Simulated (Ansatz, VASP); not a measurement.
Bi in VASP and in Ansatz

```xyz
2
Lattice="3.3400 0.0000 0.0000 -1.6700 2.8925 0.0000 0.0000 0.0000 5.4769" Properties=species:S:1:pos:R:3 pbc="T T T"
Bi    0.0000    1.9283    1.3692
Bi    1.6700    0.9642    4.1077
```

Alike in both runs: task single point; functional PBEsol; k mesh 12 × 12 × 6; occupations fermi-dirac, width 0.1 eV; no spin polarisation.

|  | VASP | Ansatz |
| --- | --- | --- |
| version | VASP 6.6.1 | Ansatz 0.2.0 |
| potentials or method | VASP PAW PBE potentials, release 64 (Bi_d), cutoff 520 eV | plane waves (420 eV) with PAW, scalar-relativistic |
| valence electrons in the cell | 30 | 30 |

|  | VASP | Ansatz | Ansatz less VASP |
| --- | --- | --- | --- |
| pressure (GPa) | 10.1 | 10.2 | +0.07 |
| traceless stress, the component that is largest in VASP (GPa) | 0.36 | 0.35 | -0.007 |

VASP's potentials were made for PBE, not for PBEsol, and Ansatz warns of the same on its side.

Spin-orbit coupling is off throughout.
